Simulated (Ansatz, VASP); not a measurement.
**Two plane-wave programs on CdH6**

```
CELL_PARAMETERS angstrom
4.15864 0.00000 0.00000
0.00000 4.15864 0.00000
0.00000 0.00000 4.15864
ATOMIC_POSITIONS crystal
Cd 0.00000 0.00000 0.00000
H 0.20700 0.50000 0.50000
H 0.50000 0.20700 0.50000
H 0.79300 0.50000 0.50000
H 0.50000 0.79300 0.50000
H 0.50000 0.50000 0.20700
H 0.50000 0.50000 0.79300
```

Change from the starting cell: species swapped into the YbB6 type (Pm-3m, No. 221).

Alike in both runs: task single point; functional PBE; k mesh 4 × 4 × 4; occupations gaussian, width 0.1 eV; no spin polarisation.

|  | VASP | Ansatz |
| --- | --- | --- |
| version | VASP 6.6.1 | Ansatz 0.2.0 |
| potentials or method | VASP PAW PBE potentials, release 64 (Cd, H), cutoff 520 eV | scalar-relativistic, plane waves, PAW |
| valence electrons in the cell | 18 | 26 |

```tsv
	VASP	Ansatz	Ansatz less VASP
gap on the k mesh at the Fermi level (eV)	none	none	-
pressure (GPa)	-11.3	-11.3	+0.07
rms of the force components (eV/Å)	0.534	0.536	+0.0016
```

Atom by atom the forces differ by 0.002 eV/Å (rms over components). A gap of «none» marks a metal or a gap that the smearing closes. VASP's potentials hold 18 valence electrons a cell and Ansatz's 26, so a difference there can come from the potentials and not from the codes.

The k mesh is coarse, so the values compare programs but aren't converged.
